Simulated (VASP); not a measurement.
BN, 4 atoms in the cell. It takes space group P6_3mc (No. 186, hexagonal). The conventional cell has a = 2.350 Å, b = 2.350 Å, c = 4.058 Å, α = 90.00°, β = 90.00°, γ = 120.00°. Within 1.9 Å of B (site symmetry 3m) lie 4 N at 1.45 to 1.52 Å. N (site symmetry 3m) has 4 B at 1.45 to 1.52 Å within 1.9 Å.  This cell differs from its parent crystal: strain -0.080 along x and y, -0.040 along z.

| Quantity | Value |
| --- | --- |
| Program | VASP 6.6.1 |
| Task | single point |
| Functional | LDA |
| Potentials or basis | VASP PAW LDA potentials, release 64 (B, N) |
| Cutoff | 520 eV |
| k mesh | 12 × 12 × 6 |
| Occupations | gaussian, width 0.05 eV |
| Spin | no spin polarisation |
| Dipole correction | no |
| Further INCAR settings | ALGO = Normal; EDIFF = 1e-06; NBANDS = 16 |

Potentials or basis: VASP PAW LDA potentials, release 64 (B, N).

Launch:

```bash
$ cat potpaw_LDA.64/B/POTCAR potpaw_LDA.64/N/POTCAR > POTCAR
$ mpirun -np 1 vasp_std > vasp.out
```

Hardware: 1 thread of Intel Xeon 6975P-C, with other jobs on the host.

Problem. Estimate the wall time of this run.

Solution. It took 30 s on 1 thread of Intel Xeon 6975P-C, with other jobs on the host, peak memory 0.13 GiB. Counts: scf iterations 12, k points 76.
